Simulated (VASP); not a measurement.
# SrAgO3 (Pm-3m) in VASP: further runs, part 2 of 2

VASP 6.6.1. The steps go on from the part before.

## 3. Relaxation of cell and atoms, LDA

This run uses another cell than the first one, of 13.73 Å³/atom, 1.096 times its volume.

Input file INCAR:

```
SYSTEM = SrAgO3
  PREC = Accurate
  ENCUT = 600
  EDIFF = 1E-6
  ISMEAR = 0
  SIGMA = 0.1
  LREAL = .False.
  LASPH = .True.
  NELM = 80
  ALGO = Normal
  ISIF = 3
  LWAVE = .False.
  LCHARG = .False.
  IBRION = 2
  NSW = 70
  EDIFFG = -0.005
```

Input file KPOINTS:

```
Automatic mesh
0
Gamma
  10 10 10
  0 0 0
```

Input file POSCAR:

```
SrAgO3
1.0
    4.0951100421      0.0000000000      0.0000000000
    0.0000000000      4.0951100421      0.0000000000
    0.0000000000      0.0000000000      4.0951100421
Sr Ag O
1 1 3
Direct
    0.0000000000      0.0000000000      0.0000000000
    0.5000000000      0.5000000000      0.5000000000
    0.5000000000      0.5000000000      0.0000000000
    0.5000000000      0.0000000000      0.5000000000
    0.0000000000      0.5000000000      0.5000000000
```

Potentials or basis: VASP PAW LDA potentials, release 64 (Sr_sv, Ag, O).

Command:

```
$ cat potpaw_LDA.64/Sr_sv/POTCAR potpaw_LDA.64/Ag/POTCAR potpaw_LDA.64/O/POTCAR > POTCAR
$ mpirun -np 1 vasp_std > vasp.out
```

OUTCAR:

```text
SYSTEM = SrAgO3
   PREC = Accurate
   ENCUT = 600
   EDIFF = 1E-6
   ISMEAR = 0
   LREAL = .False.
   LASPH = .True.
   NELM = 80
   ISIF = 3
   IBRION = 2
   NSW = 70
   EDIFFG = -0.005

 ion  position               nearest neighbor table
   1  0.000  0.000  0.000-   3 2.90   4 2.90   5 2.90   4 2.90   5 2.90   3 2.90   5 2.90   5 2.90
                             3 2.90   4 2.90   4 2.90   3 2.90   2 3.55   2 3.55   2 3.55   2 3.55
   2  0.500  0.500  0.500-   3 2.05   4 2.05   5 2.05   3 2.05   4 2.05   5 2.05   1 3.55   1 3.55
                             1 3.55   1 3.55   1 3.55   1 3.55   1 3.55   1 3.55
   3  0.500  0.500  0.000-   2 2.05   2 2.05   1 2.90   1 2.90   1 2.90   1 2.90
   4  0.500  0.000  0.500-   2 2.05   2 2.05   1 2.90   1 2.90   1 2.90   1 2.90
   5  0.000  0.500  0.500-   2 2.05   2 2.05   1 2.90   1 2.90   1 2.90   1 2.90

  LATTYP: Found a simple cubic cell.
 ALAT       =     4.0951100421

  Lattice vectors:

 A1 = (   4.0951100421,   0.0000000000,   0.0000000000)
 A2 = (   0.0000000000,   4.0951100421,   0.0000000000)
 A3 = (   0.0000000000,   0.0000000000,   4.0951100421)

Analysis of symmetry for initial positions (statically):
=====================================================================
 Subroutine PRICEL returns:
 Original cell was already a primitive cell.

 Routine SETGRP: Setting up the symmetry group for a
[... 183 lines left out ...]
  -------------------------------------------------------------------------------------
  Total       -4.3456693     -4.3456693     -4.3456693      0.0000000      0.0000000     -0.0000000
  in kB     -101.3842585   -101.3842585   -101.3842585      0.0000000      0.0000000     -0.0000000
  external PRESSURE =    -101.3842585 kB  Pullay stress =       0.0000000 kB
[... 65 lines left out ...]
--------------------------------------- Ionic step        3  -------------------------------------------

 number of electron      39.0000007 magnetization

 Free energy of the ion-electron system (eV)
  ---------------------------------------------------
  ext. energy  EPLUGINS =         0.00000000
  ---------------------------------------------------
  free energy    TOTEN  =       -28.49992670 eV

  energy without entropy =      -28.47361367  energy(sigma->0) =      -28.48677018

 E-fermi :   3.3705     XC(G=0): -11.7445

 val. band max:        3.3650437610   @ k =   0.5000   0.5000   0.0000
 cond. band min:       3.3726321984   @ k =   0.5000   0.5000   0.1000
 fundamental gap:      0.0075884374
 Fermi energy:         3.3704532409

 k-point     1 :       0.0000    0.0000    0.0000
  band No.  band energies     occupation
      1     -28.8395      2.00000
      2     -14.0281      2.00000
      3     -12.9938      2.00000
      4     -12.9938      2.00000
      5     -10.9291      2.00000
      6     -10.9291      2.00000
[... 613 lines left out ...]
     22      10.2540      0.00000
     23      10.3231      0.00000

 [... further k-points ...]

------------------------ aborting loop because EDIFF is reached ----------------------------------------

  FORCE on cell =-STRESS in cart. coord.  units (eV):
  Direction    XX          YY          ZZ          XY          YZ          ZX
  --------------------------------------------------------------------------------------
  -------------------------------------------------------------------------------------
  Total       -0.0138705     -0.0138705     -0.0138705     -0.0000000      0.0000000      0.0000000
  in kB       -0.3537000     -0.3537000     -0.3537000     -0.0000000      0.0000000      0.0000000
  external PRESSURE =      -0.3537000 kB  Pullay stress =       0.0000000 kB
[... 20 lines left out ...]
  FREE ENERGIE OF THE ION-ELECTRON SYSTEM (eV)
  ---------------------------------------------------
  free  energy   TOTEN  =       -28.4999266968 eV

  energy  without entropy=      -28.4736136672  energy(sigma->0) =      -28.48677018

 reached required accuracy - stopping structural energy minimisation
```

OSZICAR:

```text
N       E                     dE             d eps       ncg     rms          rms(c)
DAV:   1     0.289707661082E+03    0.28971E+03   -0.23243E+04  2576   0.186E+03
DAV:   2    -0.165523363525E+02   -0.30626E+03   -0.30044E+03  2983   0.382E+02
DAV:   3    -0.362676445560E+02   -0.19715E+02   -0.19540E+02  3258   0.997E+01
DAV:   4    -0.368748847815E+02   -0.60724E+00   -0.60682E+00  4081   0.144E+01
[... 32 lines left out ...]
DAV:   6    -0.285005754150E+02   -0.68050E-03   -0.11010E-02  3195   0.825E-01    0.445E-01
DAV:   7    -0.284999346413E+02    0.64077E-03   -0.22839E-03  3039   0.549E-01    0.448E-02
DAV:   8    -0.284999298108E+02    0.48306E-05   -0.14266E-04  4372   0.878E-02    0.248E-02
DAV:   9    -0.284999269583E+02    0.28525E-05   -0.14022E-05  3221   0.477E-02    0.797E-03
DAV:  10    -0.284999266968E+02    0.26151E-06   -0.90530E-07  2058   0.115E-02
   3 F= -.28499927E+02 E0= -.28486770E+02  d E =-.199892E+00
```

CONTCAR:

```text
SrAgO3
   1.00000000000000
     3.9754778071857948    0.0000000000000000   -0.0000000000000000
     0.0000000000000000    3.9754778071857948   -0.0000000000000000
     0.0000000000000000    0.0000000000000000    3.9754778071857948
  Sr              Ag              O
     1     1     3
Direct
     0.0000000000000000    0.0000000000000000    0.0000000000000000
     0.5000000000000000    0.5000000000000000    0.5000000000000000
     0.5000000000000000    0.5000000000000000    0.0000000000000000
     0.5000000000000000    0.0000000000000000    0.5000000000000000
     0.0000000000000000    0.5000000000000000    0.5000000000000000

  0.00000000E+00  0.00000000E+00  0.00000000E+00
  0.00000000E+00  0.00000000E+00  0.00000000E+00
  0.00000000E+00  0.00000000E+00  0.00000000E+00
  0.00000000E+00  0.00000000E+00  0.00000000E+00
  0.00000000E+00  0.00000000E+00  0.00000000E+00
```

Run time: 3.6 min. Hardware: 1 thread of Intel Xeon Platinum 8259CL at 2.50GHz (Skylake/Cascade Lake), shared host; peak memory 0.26 GiB.

Results:

```
Free energy                            : -28.4999 eV
Relaxed volume                         : 12.57 Å³/atom
Relaxed cell                           : a = 3.975 Å, b = 3.975 Å, c = 3.975 Å, α = 90.00°, β = 90.00°, γ = 90.00°
Space group after relaxing (to 0.05 Å) : Pm-3m (No. 221)
Energy gained by relaxing              : 40.0 meV/atom
Ionic steps                            : 3
Pressure after relaxing                : 0.0 GPa
```

Step by step:
```tsv
step	energy change (eV)	largest force (eV/Å)	pressure (GPa)	volume (Å³)
1	0.0000	0.0000	-10.14	68.67
2	-0.1565	0.0000	5.93	60.39
3	-0.1999	0.0000	-0.04	62.83
```

Final structure:
```
Sr Ag O
1.0
     3.97548    0.00000    0.00000
     0.00000    3.97548    0.00000
     0.00000    0.00000    3.97548
Sr Ag O
1 1 3
Direct
  0.00000 0.00000 0.00000
  0.50000 0.50000 0.50000
  0.50000 0.50000 0.00000
  0.50000 0.00000 0.50000
  0.00000 0.50000 0.50000
```

Caveat: an odd number of electrons without spin polarisation forces a metal; a magnetic or distorted state may lie lower.
